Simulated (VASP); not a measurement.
# InSb (zincblende type) (F-43m) in VASP: notebook

Runs on InSb (zincblende type). Level: PBE. Tasks: single point.

Everything below comes from runs of VASP 6.6.1. Logs are shortened: lines on timing, memory, paths and dates and some standing lists are left out, and cuts for length are marked.

### Step 1. The cell of the first run

It takes space group F-43m (No. 216, cubic). The conventional cell has a = 5.719 Å, b = 5.719 Å, c = 5.719 Å, α = 90.00°, β = 90.00°, γ = 90.00°. Within 3.3 Å of In (site symmetry -43m) lie 4 Sb at 2.48 Å. Sb (site symmetry -43m) has 4 In at 2.48 Å within 3.3 Å.

### Step 2. Single point, PBE (volume scaled by 0.64)

Input file INCAR:

```
ALGO = Normal
EDIFF = 1E-6
ENCUT = 520
GGA = PE
ISIF = 2
ISMEAR = -1
LASPH = T
LCHARG = F
LREAL = F
LWAVE = F
NBANDS = 16
NELM = 100
PREC = Accurate
SIGMA = 0.1
```

Input file KPOINTS:

```
k-points
0
Gamma
  11 11 11
```

Input file POSCAR:

```
InSb
1.0
    0.0000000000      2.8596503015      2.8596503015
    2.8596503015      0.0000000000      2.8596503015
    2.8596503015      2.8596503015      0.0000000000
In Sb
1 1
Direct
    0.0000000000      0.0000000000      0.0000000000
    0.2500000000      0.2500000000      0.2500000000
```

Potentials or basis: VASP PAW PBE potentials, release 64 (In_d, Sb).

Launch:

```sh
$ cat potpaw_PBE.64/In_d/POTCAR potpaw_PBE.64/Sb/POTCAR > POTCAR
$ mpirun -np 1 vasp_std > vasp.out
```

OUTCAR:

```text
EDIFF = 1E-6
   ENCUT = 520
   GGA = PE
   ISIF = 2
   ISMEAR = -1
   LASPH = T
   LREAL = F
   NELM = 100
   PREC = Accurate

 ion  position               nearest neighbor table
   1  0.000  0.000  0.000-   2 2.48   2 2.48   2 2.48   2 2.48
   2  0.250  0.250  0.250-   1 2.48   1 2.48   1 2.48   1 2.48

  LATTYP: Found a face centered cubic cell.
 ALAT       =     5.7193006030

  Lattice vectors:

 A1 = (   0.0000000000,   2.8596503015,   2.8596503015)
 A2 = (   2.8596503015,   0.0000000000,   2.8596503015)
 A3 = (   2.8596503015,   2.8596503015,   0.0000000000)

Analysis of symmetry for initial positions (statically):
=====================================================================
 Subroutine PRICEL returns:
 Original cell was already a primitive cell.

 Routine SETGRP: Setting up the symmetry group for a
 face centered cubic supercell.

 Subroutine GETGRP returns: Found 24 space group operations
 (whereof 24 operations were pure point group operations)
 out of a pool of 48 trial point group operations.

The static configuration has the point symmetry T_d .

Analysis of symmetry for dynamics (positions and initial velocities):
=====================================================================
 Subroutine PRICEL returns:
 Original cell was already a primitive cell.

 Routine SETGRP: Setting up the symmetry group for a
 face centered cubic supercell.

 Subroutine GETGRP returns: Found 24 space group operations
 (whereof 24 operations were pure point group operations)
 out of a pool of 48 trial point group operations.

The dynamic configuration has the point symmetry T_d .

 Subroutine INISYM returns: Found 24 space group operations
 (whereof 24 operations are pure point group operations),
 and found     1 'primitive' translations

----------------------------------------------------------------------------------------

                                     Primitive cell

  volume of cell :      46.7702

  direct lattice vectors                    reciprocal lattice vectors
     0.000000000  2.859650301  2.859650301    -0.174846554  0.174846554  0.174846554
     2.859650301  0.000000000  2.859650301     0.174846554 -0.174846554  0.174846554
     2.859650301  2.859650301  0.000000000     0.174846554  0.174846554 -0.174846554

  length of vectors
     4.044156240  4.044156240  4.044156240     0.302843115  0.302843115  0.302843115

  position of ions in fractional coordinates (direct lattice)
     0.000000000  0.000000000  0.000000000
     0.250000000  0.250000000  0.250000000

  ion indices of the primitive-cell ions
   primitive index   ion index
                 1           1
                 2           2

----------------------------------------------------------------------------------------

 KPOINTS: k-points

Automatic generation of k-mesh.
 Grid dimensions read from file:
 generate k-points for:   11   11   11

 Generating k-lattice:

  Cartesian coordinates                     Fractional coordinates (reciprocal lattice)
    -0.015895141  0.015895141  0.015895141     0.090909091  0.000000000  0.000000000
     0.015895141 -0.015895141  0.015895141     0.000000000  0.090909091  0.000000000
     0.015895141  0.015895141 -0.015895141     0.000000000  0.000000000  0.090909091

  Length of vectors
     0.027531192  0.027531192  0.027531192

  Shift w.r.t. Gamma in fractional coordinates (k-lattice)
     0.000000000  0.000000000  0.000000000

 Subroutine IBZKPT returns following result:
 ===========================================

 Found     56 irreducible k-points:

 Following reciprocal coordinates:
            Coordinates               Weight
  0.000000  0.000000  0.000000      1.000000
  0.090909  0.000000  0.000000      8.000000
  0.181818  0.000000  0.000000      8.000000
  0.272727  0.000000  0.000000      8.000000
  0.363636  0.000000  0.000000      8.000000
  0.454545  0.000000  0.000000      8.000000
[... 16 lines left out ...]
 -0.272727  0.181818  0.000000     24.000000
 -0.181818  0.181818  0.000000     12.000000
 [... further k-points ...]
   k-points           NKPTS =     56   k-points in BZ     NKDIM =     56   number of bands    NBANDS=     16
   number of dos      NEDOS =    301   number of ions     NIONS =      2
   total plane-waves  NPLWV =  27000
   dimension x,y,z NGX =    30 NGY =   30 NGZ =   30
   dimension x,y,z NGXF=    60 NGYF=   60 NGZF=   60
   ions per type =               1   1
   NGX,Y,Z   is equivalent  to a cutoff of  12.33, 12.33, 12.33 a.u.
   NGXF,Y,Z  is equivalent  to a cutoff of  24.66, 24.66, 24.66 a.u.
 SYSTEM =  unknown system
   PREC   = accura    normal or accurate (medium, high low for compatibility)
   ISTART =      0    job   : 0-new  1-cont  2-samecut
   ICHARG =      2    charge: 1-file 2-atom 10-const
   ISPIN  =      1    spin polarized calculation?
   LNONCOLLINEAR =      F non collinear calculations
   LSORBIT =      F    spin-orbit coupling
   LASPH  =      T    aspherical Exc in radial PAW
   ENCUT  =  520.0 eV  38.22 Ry    6.18 a.u.   7.52  7.52  7.52*2*pi/ulx,y,z
   NELM   =    100;   NELMIN=  2; NELMDL= -5     # of ELM steps
   EDIFF  = 0.1E-05   stopping-criterion for ELM
   LREAL  =      F    real-space projection
   EDIFFG = 0.1E-04   stopping-criterion for IOM
   NSW    =      0    number of steps for IOM
   IBRION =     -1    ionic relax: 0-MD 1-quasi-New 2-CG
   NFREE  =      0    steps in history (QN), initial steepest desc. (CG)
   ISIF   =      2    stress and relaxation
   ISYM   =      2    0-nonsym 1-usesym 2-fastsym
   POTIM  = 0.5000    time-step for ionic-motion
   TEBEG  =    0.0;   TEEND  =   0.0 temperature during run
   PSTRESS=    0.0 pullay stress
   NELECT =      18.0000    total number of electrons
   NUPDOWN=      -1.0000    fix difference up-down
   EMIN   =  10.00;   EMAX   =-10.00  energy-range for DOS
   EFERMI =   0.00;   METHOD = LEGACY
   ISMEAR =    -1;   SIGMA  =   0.10  broadening in eV -4-tet -1-fermi 0-gaus
   EFERMI_NEDOS =   21; number of points for ismear=-14 and -15
   IALGO  =     38    algorithm
   IMIX   =      4    mixing-type and parameters
     AMIX     =   0.40;   BMIX     =  1.00
     AMIX_MAG =   1.60;   BMIX_MAG =  1.00
  volume/ion in A,a.u.               =      23.39       157.81
  Fermi-wavevector in a.u.,A,eV,Ry     =   1.190811  2.250306 19.293472  1.418030
  Thomas-Fermi vector in A             =   2.326887
   LORBIT       =      0    0 simple, 1 ext, 2 COOP (PROOUT), +10 PAW based schemes
   GGA     = PE    functional components
   LHFCALC =     F    Hartree Fock is set to
   AEXX    =    0.0000 exact exchange contribution
   IVDW    =     0    specifies the selected vdW correction
   LEPSILON=     F    determine dielectric tensor
   LRPA    =     F    only Hartree local field effects (RPA)
 non-spin polarized calculation
  energy-cutoff  :      520.00
  volume of cell :       46.77
 maximum number of plane-waves:      1283
 NGX is ok and might be reduce to    30
   NGX = 15   NGY = 15   NGZ = 15

 number of electron      17.9999995 magnetization

 Free energy of the ion-electron system (eV)
  ---------------------------------------------------
  ext. energy  EPLUGINS =         0.00000000
  ---------------------------------------------------
  free energy    TOTEN  =        -4.40963351 eV

  energy without entropy =       -4.40821404  energy(sigma->0) =       -4.40892377

 E-fermi :  10.2752     XC(G=0): -10.4012

 val. band max:       10.1278276668   @ k =   0.0000   0.0000   0.0000
 cond. band min:      10.5177501399   @ k =   0.4545   0.4545   0.0000
 fundamental gap:      0.3899224732
 Fermi energy:        10.2751717464

 k-point     1 :       0.0000    0.0000    0.0000
  band No.  band energies     occupation
      1      -5.9973      2.00000
      2      -5.9973      2.00000
      3      -5.9973      2.00000
      4      -5.7407      2.00000
      5      -5.7407      2.00000
      6      -3.7588      2.00000
[... 8 lines left out ...]
     15      18.6836      0.00000
     16      18.6836      0.00000

 k-point     2 :       0.0909    0.0000    0.0000
  band No.  band energies     occupation
      1      -6.0159      2.00000
      2      -5.9911      2.00000
      3      -5.9911      2.00000
      4      -5.7418      2.00000
      5      -5.7418      2.00000
      6      -3.6307      2.00000
[... 8 lines left out ...]
     15      17.8670      0.00000
     16      17.8670      0.00000

 k-point     3 :       0.1818    0.0000    0.0000
  band No.  band energies     occupation
      1      -6.0623      2.00000
      2      -5.9751      2.00000
      3      -5.9751      2.00000
      4      -5.7439      2.00000
      5      -5.7439      2.00000
      6      -3.2574      2.00000
[... 8 lines left out ...]
     15      17.3640      0.00000
     16      17.3640      0.00000

 k-point     4 :       0.2727    0.0000    0.0000
  band No.  band energies     occupation
      1      -6.1172      2.00000
      2      -5.9563      2.00000
      3      -5.9563      2.00000
      4      -5.7442      2.00000
      5      -5.7442      2.00000
      6      -2.6692      2.00000
[... 8 lines left out ...]
     15      17.6179      0.00000
     16      17.6179      0.00000

 k-point     5 :       0.3636    0.0000    0.0000
  band No.  band energies     occupation
      1      -6.1634      2.00000
      2      -5.9419      2.00000
      3      -5.9419      2.00000
      4      -5.7414      2.00000
      5      -5.7414      2.00000
      6      -1.9331      2.00000
[... 8 lines left out ...]
     15      18.5692      0.00000
     16      18.5692      0.00000

 k-point     6 :       0.4545    0.0000    0.0000
  band No.  band energies     occupation
      1      -6.1894      2.00000
      2      -5.9347      2.00000
      3      -5.9347      2.00000
      4      -5.7381      2.00000
      5      -5.7381      2.00000
      6      -1.2720      2.00000
[... 8 lines left out ...]
     15      19.7586      0.00000
     16      20.0942      0.00000
[... 267 lines left out ...]
 k-point    21 :      -0.4545    0.1818    0.0000
  band No.  band energies     occupation
      1      -6.2069      2.00000
      2      -5.9184      2.00000
      3      -5.9044      2.00000
      4      -5.7596      2.00000
      5      -5.7389      2.00000
      6      -0.8138      2.00000
[... 8 lines left out ...]
     15      19.5861      0.00000
     16      19.9087      0.00000

 k-point    22 :      -0.3636    0.1818    0.0000
  band No.  band energies     occupation
      1      -6.1968      2.00000
      2      -5.9210      2.00000
      3      -5.9125      2.00000
      4      -5.7505      2.00000
      5      -5.7479      2.00000
      6      -1.0958      2.00000
[... 8 lines left out ...]
     15      18.5252      0.00000
     16      19.5235      0.00000

 k-point    23 :      -0.2727    0.1818    0.0000
  band No.  band energies     occupation
      1      -6.1703      2.00000
      2      -5.9286      2.00000
      3      -5.9272      2.00000
      4      -5.7546      2.00000
      5      -5.7452      2.00000
      6      -1.8023      2.00000
[... 8 lines left out ...]
     15      18.9552      0.00000
     16      20.8303      0.00000

 k-point    24 :      -0.1818    0.1818    0.0000
  band No.  band energies     occupation
      1      -6.1330      2.00000
      2      -5.9495      2.00000
      3      -5.9392      2.00000
      4      -5.7551      2.00000
      5      -5.7424      2.00000
      6      -2.4762      2.00000
[... 8 lines left out ...]
     15      18.9525      0.00000
     16      19.9861      0.00000

 [... further k-points ...]
[... 5 lines left out ...]
  --------------------------------------------------------------------------------------
  -------------------------------------------------------------------------------------
  Total       13.7934713     13.7934713     13.7934713      0.0000000      0.0000000      0.0000000
  in kB      472.5147584    472.5147584    472.5147584      0.0000000      0.0000000      0.0000000
  external PRESSURE =     472.5147584 kB  Pullay stress =       0.0000000 kB

 VOLUME and BASIS-vectors are now :
 -----------------------------------------------------------------------------
  energy-cutoff  :      520.00
  volume of cell :       46.77
      direct lattice vectors                 reciprocal lattice vectors
     0.000000000  2.859650301  2.859650301    -0.174846554  0.174846554  0.174846554
     2.859650301  0.000000000  2.859650301     0.174846554 -0.174846554  0.174846554
     2.859650301  2.859650301  0.000000000     0.174846554  0.174846554 -0.174846554

 POSITION                                       TOTAL-FORCE (eV/Angst)
 -----------------------------------------------------------------------------------
      0.00000      0.00000      0.00000        -0.000000     -0.000000     -0.000000
      1.42983      1.42983      1.42983         0.000000      0.000000      0.000000
 -----------------------------------------------------------------------------------
    total drift:                                0.000000      0.000000      0.000000

  FREE ENERGIE OF THE ION-ELECTRON SYSTEM (eV)
  ---------------------------------------------------
  free  energy   TOTEN  =        -4.4096335113 eV

  energy  without entropy=       -4.4082140370  energy(sigma->0) =       -4.40892377
```

Run time: 22 s. Hardware: 1 thread of Intel Xeon Platinum 8559C (Emerald Rapids), shared host; peak memory 0.19 GiB.

Results:

```
Free energy            : -4.4096 eV
Pressure               : 47.3 GPa
Band gap on the k mesh : 0.39 eV, indirect (least direct gap 2.03 eV)
```

Levels at points of the mesh, in eV from the valence-band top:
| k point | band 5 | band 6 | band 7 | band 8 | band 9 | band 10 | band 11 | band 12 | band 13 | band 14 |
| --- | --- | --- | --- | --- | --- | --- | --- | --- | --- | --- |
| (0.00, 0.00, 0.00) | -15.87 | -13.89 | 0.00 | 0.00 | 0.00 | 2.03 | 2.67 | 2.67 | 2.67 | 5.86 |

Caveat: spin-orbit coupling is left out, which moves the levels of the heavy elements.

[end of part 1 of 2]
